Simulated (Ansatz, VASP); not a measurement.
# I: VASP beside Ansatz

The input INCAR:

```
  PREC = Accurate
  ENCUT = 520
  EDIFF = 1E-7
  ISMEAR = -1
  SIGMA = 0.05
  LREAL = False
  LASPH = True
  NELM = 80
  ALGO = Normal
  ISIF = 2
  LWAVE = False
  LCHARG = False
  GGA = PS
  NBANDS = 22
```

The input KPOINTS:

```
Automatic mesh
0
Gamma
  8 8 3
```

Contents of POSCAR:

```
I
1.0
    3.7074497970     -2.1440205144      0.0000000000
    3.7074497970      2.1440205144      0.0000000000
    0.0000000000      0.0000000000      9.5970172590
I
4
Direct
    0.8307187399      0.1692812601      0.1228187161
    0.6692812601      0.3307187399      0.6228187161
    0.1692812601      0.8307187399      0.8771812839
    0.3307187399      0.6692812601      0.3771812839
```

Input for Ansatz:

```yaml
crystal:
  lattice:
    - [3.7074497785, -2.1440205256, 0.0]
    - [3.7074497785, 2.1440205256, 0.0]
    - [0.0, 0.0, 9.5970172242]
  atoms:
    - { symbol: I, position: [0.8307187397, 0.1692812603, 0.1228187157] }
    - { symbol: I, position: [0.6692812603, 0.3307187397, 0.6228187157] }
    - { symbol: I, position: [0.1692812603, 0.8307187397, 0.8771812843] }
    - { symbol: I, position: [0.3307187397, 0.6692812603, 0.3771812843] }
hamiltonian:
  xc: pbesol
  pseudopotentials:
    kind: paw
    azcp:
      I: "pseudopotentials/I.paw.azcp"
basis:
  ecutwfc: 420
  fft_grid_basis: typed
kpoints:
  mp_grid: { grid: [8, 8, 3], shift: [0, 0, 0] }
magnetization:
  spin_polarized: false
scf:
  occupations: { method: fermi_dirac, width: 0.05 }
output:
  stress: true
```

Alike in both runs: task single point; functional PBEsol; k mesh 8 × 8 × 3; occupations fermi-dirac, width 0.05 eV; no spin polarisation.

|  | VASP | Ansatz |
| --- | --- | --- |
| version | VASP 6.6.1 | Ansatz 0.2.0 |
| potentials or method | VASP PAW PBE potentials, release 64 (I), cutoff 520 eV | plane waves (420 eV) with PAW, scalar-relativistic |
| valence electrons in the cell | 28 | 68 |

|  | VASP | Ansatz | Ansatz less VASP |
| --- | --- | --- | --- |
| pressure (GPa) | 1.3 | 1.3 | 0.00 |
| traceless stress, the component that is largest in VASP (GPa) | -1.10 | -1.11 | -0.003 |

VASP's potentials were made for PBE, not for PBEsol, and Ansatz warns of the same on its side. VASP's potentials hold 28 valence electrons a cell and Ansatz's 68, so a difference there can come from the potentials and not from the codes.

Neither program's run includes spin-orbit coupling.
